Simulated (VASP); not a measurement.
A run of VASP 6.6.1 is set up as follows.

Contents of INCAR:

```
PREC = Accurate
ENCUT = 400
EDIFF = 1E-6
ISMEAR = -1
SIGMA = 0.05
LREAL = Auto
LASPH = True
NELM = 120
ALGO = Normal
ISIF = 2
LWAVE = False
LCHARG = True
GGA = PE
LELF = True
LVHAR = True
ISYM = -1
NBANDS = 56
GGA_COMPAT = False
```

File KPOINTS:

```
explicit points
1
Reciprocal
  0.25000000   0.25000000   0.25000000 1
```

Contents of POSCAR:

```
Si
1.0
    7.2812860000      0.0138440000     -0.2431290000
    0.0138440000      7.4715990000     -0.0584000000
   -0.2431290000     -0.0584000000      7.1523540000
Si
20
Direct
    0.0264215913      0.1542538952      0.3726032412
    0.1428110777      0.4973678913      0.7314300717
    0.6482619756      0.9380914337      0.0075095312
    0.9365668786      0.0802886988      0.0497053737
    0.5204449500      0.8341504758      0.2826010357
    0.9607561779      0.9218345467      0.6038661993
    0.1571979125      0.7940336949      0.8555070036
    0.8334678676      0.4897597242      0.6802362099
    0.5278073531      0.3795276599      0.8045624824
    0.5113558203      0.0839535796      0.5260221066
    0.4645095203      0.6135271636      1.0295823894
    0.7824666389      0.1784674923      0.6766781724
    0.3964591762      1.0100087213      0.8034714490
    0.2550241266      0.4204672640      0.1861873796
    0.9995328445      0.6317402943      0.2179226663
    0.7884439898      0.6983187048      0.4499410140
    0.7788118892      0.6455025890      0.9670440119
    0.2958278318      0.3124864857      0.4838382630
    0.1789186839      0.8910720946      0.2156390653
    0.1792825300      0.2315119008      0.9219362013
```

Potentials or basis: VASP PAW PBE potentials, release 64 (Si).

Run with:

```bash
$ cat potpaw_PBE.64/Si/POTCAR > POTCAR
$ mpirun -np 1 vasp_std > vasp.out
```

Problem. Estimate the pressure.

Solution. 1.0 GPa.

Problem. Estimate the largest force.

Solution. 1.295 eV/Å.

Stress tensor (GPa, compression positive):
```
 0.09  3.75  3.25
 3.75 -0.70  0.03
 3.25  0.03  3.64
```

Caveat: the atoms stand as in a frame of molecular dynamics.
